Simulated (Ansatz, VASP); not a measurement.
Given: the input of a run of VASP 6.6.1 on PtSe2.

INCAR

```
SYSTEM = PtSe2
ALGO     = Normal         ! electronic algorithm
EDIFF    = 1E-6           ! SCF threshold, eV
ENCUT    = 520            ! plane-wave cutoff, eV
ISIF     = 2              ! what is computed and relaxed
ISMEAR   = -1             ! smearing method
LASPH    = .TRUE.         ! aspherical terms in the spheres
LCHARG   = .FALSE.        ! write CHGCAR
LREAL    = .FALSE.        ! projectors in reciprocal space
LWAVE    = .FALSE.        ! write WAVECAR
NBANDS   = 18             ! bands
NELM     = 80             ! most SCF steps
PREC     = Accurate       ! precision mode
SIGMA    = 0.05           ! smearing width, eV
```

The input KPOINTS:

```
k-points
0
G
  8 8 5
  0 0 0
```

POSCAR

```
PtSe2
1.0
    3.7970381507      0.0000000000      0.0000000000
   -1.8985190754      3.2883314977      0.0000000000
    0.0000000000      0.0000000000      5.1612801071
Pt Se
1 2
Direct
    0.0000000000      0.0000000000      0.0000000000
    0.6666666667      0.3333333333      0.7500000000
    0.3333333333      0.6666666667      0.2500000000
```

Potentials or basis: VASP PAW LDA potentials, release 64 (Pt, Se).

The run is started by

```sh
$ cat potpaw_LDA.64/Pt/POTCAR potpaw_LDA.64/Se/POTCAR > POTCAR
$ mpirun -np 1 vasp_std > vasp.out
```

Problem. Set up the same calculation for Ansatz 0.2.0. Potentials there: Ansatz PAW.

Solution. As run (the cutoff follows the program's own potentials):

Contents of input.yaml:

```yaml
crystal:
  lattice:
    - [3.7970381507, 0.0, 0.0]
    - [-1.8985190754, 3.2883314977, 0.0]
    - [0.0, 0.0, 5.1612801071]
  atoms:
    - { symbol: Pt, position: [0.0, 0.0, 0.0] }
    - { symbol: Se, position: [0.6666666667, 0.3333333333, 0.75] }
    - { symbol: Se, position: [0.3333333333, 0.6666666667, 0.25] }
hamiltonian:
  xc: lda
  pseudopotentials: { kind: paw }
kpoints:
  mp_grid: { grid: [8, 8, 5] }
scf:
  occupations: { method: fermi_dirac, width: 0.05 }
output:
  forces: true
  stress: true
  eigenvalues: true
```

Potentials or basis: Ansatz PAW.

Launch:

```console
$ ansatz run input.yaml --threads 2 --pin off --max-ram 5632MiB --backend cpu --events-out ev --progress --plain --runs-dir out
```

Both were run:

|  | VASP | Ansatz | Ansatz less VASP |
| --- | --- | --- | --- |
| gap on the k mesh at the Fermi level (eV) | none | none | - |
| pressure (GPa) | -6.9 | -7.2 | -0.31 |
| traceless stress, the component that is largest in VASP (GPa) | 0.88 | 0.99 | +0.102 |
| rms of the force components (eV/Å) | 0.197 | 0.217 | +0.0200 |

LDA's correlation is that of Perdew and Zunger in VASP and of Perdew and Wang (1992) in Ansatz. Atom by atom the forces differ by 0.020 eV/Å (rms over components). A gap of «none» marks a metal or a gap that the smearing closes. VASP's potentials hold 22 valence electrons a cell and Ansatz's 50, so a difference there can come from the potentials and not from the codes.

Spin-orbit coupling is off throughout.
